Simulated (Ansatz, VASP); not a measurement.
## One calculation of Cd, two programs

INCAR

```
  ALGO = Fast
  EDIFF = 1E-6
  ENCUT = 520
  GGA = PE
  ISIF = 2
  ISMEAR = 0
  LASPH = True
  LCHARG = False
  LREAL = False
  LWAVE = False
  NBANDS = 12
  NELM = 80
  PREC = Accurate
  SIGMA = 0.1
```

Contents of KPOINTS:

```
k-points
0
Gamma
  16 16 16
```

The input POSCAR:

```
Cd
1.0
   -1.7818085234      1.7818085234      1.7818085234
    1.7818085234     -1.7818085234      1.7818085234
    1.7818085234      1.7818085234     -1.7818085234
Cd
1
Direct
    0.0000000000      0.0000000000      0.0000000000
```

Input for Ansatz:

```yaml
crystal:
  lattice:
    - [-1.7818085234, 1.7818085234, 1.7818085234]
    - [1.7818085234, -1.7818085234, 1.7818085234]
    - [1.7818085234, 1.7818085234, -1.7818085234]
  atoms:
    - { symbol: Cd, position: [0.0, 0.0, 0.0] }
basis:
  ecutwfc: 420
kpoints:
  mp_grid: { grid: [16, 16, 16] }
hamiltonian:
  xc: pbe
scf:
  occupations: { method: gaussian, width: 0.1 }
output:
  forces: true
  stress: true
  eigenvalues: true
```

Alike in both runs: task single point; functional PBE; k mesh 16 × 16 × 16; occupations gaussian, width 0.1 eV; no spin polarisation.

|  | VASP | Ansatz |
| --- | --- | --- |
| version | VASP 6.6.1 | Ansatz 0.2.0 |
| potentials or method | VASP PAW PBE potentials, release 64 (Cd), cutoff 520 eV | scalar-relativistic, plane waves, PAW |
| valence electrons in the cell | 12 | 20 |

Ansatz gave:

* gap on the k mesh at the Fermi level (eV): none
* pressure (GPa): 1.3

Question: Estimate VASP's values.

Answer: gap on the k mesh at the Fermi level (eV): none; pressure (GPa): 1.6.

A gap of «none» marks a metal or a gap that the smearing closes. With one functional, cell and mesh, what is left measures potentials, basis and numerics. VASP's potentials hold 12 valence electrons a cell and Ansatz's 20, so a difference there can come from the potentials and not from the codes.
